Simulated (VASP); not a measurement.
# AlN (P6_3mc) in VASP: notebook

The runs below take AlN through single point, with HSE06.

Everything below comes from runs of VASP 6.6.1. Logs are shortened: lines on timing, memory, paths and dates and some standing lists are left out, and cuts for length are marked.

## 1. The cell of the first run

Symmetry: P6_3mc, No. 186, hexagonal system. Conventional cell: a = 3.138 Å, b = 3.138 Å, c = 5.028 Å, α = 90.00°, β = 90.00°, γ = 120.00°. Al (site symmetry 3m) has 4 N at 1.91 to 1.92 Å within 2.5 Å. Within 2.5 Å of N (site symmetry 3m) lie 4 Al at 1.91 to 1.92 Å.

## 2. Single point, HSE06 (strain +1.0%)

POSCAR reads:

```
AlN
1.0
    3.1377606977      0.0000000000      0.0000000000
   -1.5688803489      2.7173804752      0.0000000000
    0.0000000000      0.0000000000      5.0283774674
Al N
2 2
Direct
    0.3333333333      0.6666666667     -0.0032059052
    0.6666666667      0.3333333333      0.4967940948
    0.3333333333      0.6666666667      0.3782059052
    0.6666666667      0.3333333333      0.8782059052
```

INCAR.step1 reads:

```
SYSTEM = AlN
PREC = Accurate
ENCUT = 520
EDIFF = 1E-5
ISMEAR = 0
SIGMA = 0.01
LREAL = .False.
LASPH = .True.
NELM = 100
ALGO = Normal
ISIF = 2
LWAVE = .True.
LCHARG = .False.
NBANDS = 16
GGA = PE
```

INCAR.step2 reads:

```
SYSTEM = AlN
PREC = Accurate
ENCUT = 520
EDIFF = 1E-7
ISMEAR = 0
SIGMA = 0.01
LREAL = .False.
LASPH = .True.
NELM = 100
ALGO = Normal
ISIF = 2
LWAVE = .False.
LCHARG = .False.
GGA = PE
LHFCALC = .True.
HFSCREEN = 0.2079
PRECFOCK = Normal
NBANDS = 16
ISTART = 1
```

KPOINTS reads:

```
regular mesh
0
Gamma
  6 6 4
  0 0 0
```

Potentials or basis: VASP PAW PBE potentials, release 64 (Al, N).

The run is started by

```
$ cat potpaw_PBE.64/Al/POTCAR potpaw_PBE.64/N/POTCAR > POTCAR
$ cp INCAR.step1 INCAR
$ mpirun -np 1 vasp_std > vasp.out
$ cp INCAR.step2 INCAR
$ mpirun -np 1 vasp_std > vasp.out
```

OUTCAR:

```text
SYSTEM = AlN
   PREC = Accurate
   ENCUT = 520
   EDIFF = 1E-7
   ISMEAR = 0
   LREAL = .False.
   LASPH = .True.
   NELM = 100
   ISIF = 2
   GGA = PE
   LHFCALC = .True.
   HFSCREEN = 0.2079
   PRECFOCK = Normal
   ISTART = 1

 ion  position               nearest neighbor table
   1  0.333  0.667  0.997-   4 1.91   4 1.91   4 1.91   3 1.92   2 3.10   2 3.10   2 3.10   2 3.10
                             2 3.10   2 3.10
   2  0.667  0.333  0.497-   3 1.91   3 1.91   3 1.91   4 1.92   1 3.10   1 3.10   1 3.10   1 3.10
                             1 3.10   1 3.10
   3  0.333  0.667  0.378-   2 1.91   2 1.91   2 1.91   1 1.92
   4  0.667  0.333  0.878-   1 1.91   1 1.91   1 1.91   2 1.92

  LATTYP: Found a hexagonal cell.
 ALAT       =     3.1377606977
 C/A-ratio  =     1.6025369529

  Lattice vectors:

 A1 = (   3.1377606977,   0.0000000000,   0.0000000000)
 A2 = (  -1.5688803489,   2.7173804752,   0.0000000000)
 A3 = (   0.0000000000,   0.0000000000,   5.0283774674)

Analysis of symmetry for initial positions (statically):
=====================================================================
 Subroutine PRICEL returns:
 Original cell was already a primitive cell.

 Routine SETGRP: Setting up the symmetry group for a
 hexagonal supercell.

 Subroutine GETGRP returns: Found 12 space group operations
 (whereof  6 operations were pure point group operations)
 out of a pool of 24 trial point group operations.

The static configuration has the point symmetry C_3v.
 The point group associated with its full space group is C_6v.

Analysis of symmetry for dynamics (positions and initial velocities):
=====================================================================
 Subroutine PRICEL returns:
 Original cell was already a primitive cell.

 Routine SETGRP: Setting up the symmetry group for a
 hexagonal supercell.

 Subroutine GETGRP returns: Found 12 space group operations
 (whereof  6 operations were pure point group operations)
 out of a pool of 24 trial point group operations.

The dynamic configuration has the point symmetry C_3v.
 The point group associated with its full space group is C_6v.

 Subroutine INISYM returns: Found 12 space group operations
 (whereof  6 operations are pure point group operations),
 and found     1 'primitive' translations

[... 103 lines left out ...]
   TEBEG  =    0.0;   TEEND  =   0.0 temperature during run
   PSTRESS=    0.0 pullay stress
   NELECT =      16.0000    total number of electrons
   NUPDOWN=      -1.0000    fix difference up-down
   EMIN   =  10.00;   EMAX   =-10.00  energy-range for DOS
   EFERMI =   0.00;   METHOD = LEGACY
   ISMEAR =     0;   SIGMA  =   0.01  broadening in eV -4-tet -1-fermi 0-gaus
   EFERMI_NEDOS =   21; number of points for ismear=-14 and -15
   IALGO  =     38    algorithm
   IMIX   =      1    mixing-type and parameters
     AMIX     =   0.40;   BMIX     =  1.00
     AMIX_MAG =   1.60;   BMIX_MAG =  1.00
  volume/ion in A,a.u.               =      10.72        72.33
  Fermi-wavevector in a.u.,A,eV,Ry     =   1.178643  2.227311 18.901189  1.389198
  Thomas-Fermi vector in A             =   2.314968
   LORBIT       =      0    0 simple, 1 ext, 2 COOP (PROOUT), +10 PAW based schemes
   GGA     = PE    functional components
   LHFCALC =     T    Hartree Fock is set to
   PRECFOCK=normal    Normal, Fast or Accurate (Low or Medium for compatibility)
   ENCUT4O =  -1.0   cutoff for four orbital integrals eV
   NKREDX  =     1    reduce k-point grid by
   NKREDY  =     1    reduce k-point grid by
   NKREDZ  =     1    reduce k-point grid by
   AEXX    =    0.2500 exact exchange contribution
   HFSCREEN=    0.2079 screening length (either q_TF or 0.3 A-1)
   HFSCREENC=   0.2079 screening length for correlation (either q_TF or 0.3 A-1)
   ENCUTFOCK=  -1.0 apply spherical cutoff to Coloumb kernel
   IVDW    =     0    specifies the selected vdW correction
   LEPSILON=     F    determine dielectric tensor
   LRPA    =     F    only Hartree local field effects (RPA)
 non-spin polarized calculation
 Gauss-broadening in eV      SIGMA  =   0.01
  energy-cutoff  :      520.00
  volume of cell :       42.87
 maximum number of plane-waves:      1182
 NGX is ok and might be reduce to    24
  NGX = 18; NGY = 18; NGZ = 30

 number of electron      16.0000000 magnetization

 Free energy of the ion-electron system (eV)
  ---------------------------------------------------
  ext. energy  EPLUGINS =         0.00000000
  ---------------------------------------------------
  free energy    TOTEN  =       -34.86513297 eV

  energy without entropy =      -34.86513297  energy(sigma->0) =      -34.86513297

 E-fermi :   5.0569     XC(G=0):  -8.9076

 val. band max:        5.0005356091   @ k =   0.0000   0.0000   0.0000
 cond. band min:      10.3087542107   @ k =   0.0000   0.0000   0.0000
 fundamental gap:      5.3082186017
 Fermi energy:         5.0569146233

 k-point     1 :       0.0000    0.0000    0.0000
  band No.  band energies     occupation
      1     -11.5344      2.00000
      2      -9.3344      2.00000
      3      -1.3789      2.00000
      4       4.0666      2.00000
      5       4.0666      2.00000
      6       4.7824      2.00000
[... 376 lines left out ...]
      3      -0.1752      2.00000
      4      -0.1752      2.00000
      5       0.9343      2.00000
      6       0.9343      2.00000
[... 8 lines left out ...]
     15      20.3453      0.00000
     16      20.3453      0.00000

------------------------ aborting loop because EDIFF is reached ----------------------------------------

  FORCE on cell =-STRESS in cart. coord.  units (eV):
  Direction    XX          YY          ZZ          XY          YZ          ZX
  --------------------------------------------------------------------------------------
  -------------------------------------------------------------------------------------
  Total       -1.8365486     -1.8365486     -1.7418919      0.0000000      0.0000000      0.0000000
  in kB      -68.6301387    -68.6301387    -65.0929014      0.0000000      0.0000000      0.0000000
  external PRESSURE =     -67.4510596 kB  Pullay stress =       0.0000000 kB

 VOLUME and BASIS-vectors are now :
 -----------------------------------------------------------------------------
  energy-cutoff  :      520.00
  volume of cell :       42.87
      direct lattice vectors                 reciprocal lattice vectors
     3.137760698  0.000000000  0.000000000     0.318698619  0.184000733  0.000000000
    -1.568880349  2.717380475  0.000000000     0.000000000  0.368001467  0.000000000
     0.000000000  0.000000000  5.028377467     0.000000000  0.000000000  0.198871307

 POSITION                                       TOTAL-FORCE (eV/Angst)
 -----------------------------------------------------------------------------------
     -0.00000      1.81159      5.01226        -0.000000      0.000000     -0.006499
      1.56888      0.90579      2.49807        -0.000000     -0.000000     -0.006499
     -0.00000      1.81159      1.90176         0.000000      0.000000      0.006499
      1.56888      0.90579      4.41595        -0.000000      0.000000      0.006499
 -----------------------------------------------------------------------------------
    total drift:                                0.000000     -0.000000      0.000450

  FREE ENERGIE OF THE ION-ELECTRON SYSTEM (eV)
  ---------------------------------------------------
  free  energy   TOTEN  =       -34.8651329690 eV

  energy  without entropy=      -34.8651329690  energy(sigma->0) =      -34.86513297
```

OSZICAR.step1:

```text
N       E                     dE             d eps       ncg     rms          rms(c)
DAV:   1     0.416605996690E+02    0.41661E+02   -0.71458E+03   672   0.887E+02
DAV:   2    -0.307249459143E+02   -0.72386E+02   -0.65590E+02   928   0.187E+02
DAV:   3    -0.344068369770E+02   -0.36819E+01   -0.36712E+01   856   0.429E+01
DAV:   4    -0.344297405775E+02   -0.22904E-01   -0.22903E-01   840   0.387E+00
DAV:   5    -0.344300446671E+02   -0.30409E-03   -0.30409E-03   880   0.448E-01    0.120E+01
DAV:   6    -0.297612542652E+02    0.46688E+01   -0.10688E+01   800   0.235E+01    0.410E+00
DAV:   7    -0.297893372211E+02   -0.28083E-01   -0.65667E-01   720   0.570E+00    0.291E+00
DAV:   8    -0.297823279212E+02    0.70093E-02   -0.63225E-02   768   0.232E+00    0.630E-01
DAV:   9    -0.297769810604E+02    0.53469E-02   -0.12639E-02   840   0.828E-01    0.254E-01
DAV:  10    -0.297776325135E+02   -0.65145E-03   -0.24334E-03   720   0.310E-01    0.139E-01
DAV:  11    -0.297775405112E+02    0.92002E-04   -0.19324E-04   808   0.106E-01    0.350E-02
DAV:  12    -0.297775438322E+02   -0.33210E-05   -0.12708E-05   640   0.286E-02
   1 F= -.29777544E+02 E0= -.29777544E+02  d E =-.772336E-19
```

Run time: 49 min. Hardware: 1 thread of Intel Xeon 8259CL, shared host; peak memory 0.27 GiB.

Results:

* Free energy: -34.8651 eV
* Pressure: -6.7 GPa
* Largest force: 0.006 eV/Å
* Band gap on the k mesh: 5.31 eV

Forces on the atoms (eV/Å):
```
Al   0.000  0.000 -0.006
Al   0.000  0.000 -0.006
N    0.000  0.000  0.006
N    0.000  0.000  0.006
```

Stress tensor (GPa, compression positive):
```
-6.86  0.00  0.00
 0.00 -6.86  0.00
 0.00  0.00 -6.51
```

Caveat: the cell differs from its parent crystal (strain +1.0%); the cell stands under tension; the PAW data sets were made with another functional, which shifts forces and pressure a little.

(Part 1 of 2 ends here.)
